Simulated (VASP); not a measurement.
Input of a VASP 6.6.1 run:

INCAR

```
ALGO     = Normal         # electronic algorithm
EDIFF    = 1E-6           # SCF threshold, eV
ENCUT    = 520            # plane-wave cutoff, eV
GGA      = PS             # functional
ISIF     = 2              # what is computed and relaxed
ISMEAR   = 0              # smearing method
LASPH    = True           # aspherical terms in the spheres
LCHARG   = True           # write CHGCAR
LELF     = True           # ELF
LREAL    = False          # projectors in reciprocal space
LVHAR    = True         
LWAVE    = False          # write WAVECAR
NBANDS   = 16             # bands
NELM     = 80             # most SCF steps
PREC     = Accurate       # precision mode
SIGMA    = 0.15           # smearing width, eV
```

File KPOINTS:

```
k-points
0
Gamma
  18 18 6
```

The input POSCAR:

```
C
1.0
    1.2008278601     -2.0296566851      0.0000000000
    1.2008278601      2.0296566851      0.0000000000
    0.0000000000      0.0000000000      7.3778182888
C
4
Direct
    0.0833216498      0.9166783502      0.7498439858
    0.5833216498      0.4166783502      0.2501560142
    0.9166783502      0.0833216498      0.2501560142
    0.4166783502      0.5833216498      0.7498439858
```

Potentials or basis: VASP PAW PBE potentials, release 64 (C).

Run with:

```sh
$ cat potpaw_PBE.64/C/POTCAR > POTCAR
$ mpirun -np 1 vasp_std > vasp.out
```

Task: Estimate the largest force.

Result: 0.564 eV/Å.

Task: Estimate the pressure.

Result: 32.7 GPa.

Forces on the atoms (eV/Å):
```
C    0.000  0.564  0.000
C    0.000  0.564  0.000
C    0.000 -0.564  0.000
C    0.000 -0.564  0.000
```

Caveat: the cell differs from its parent crystal (normal strain along x -0.0233, normal strain along y -0.0467); the stress differs along the axes, from -0 to 61 GPa; this functional lacks dispersion, which binds layers or chains, so the pressure and a relaxed spacing across them are unreliable; the PAW data sets were made with another functional, which shifts forces and pressure a little.
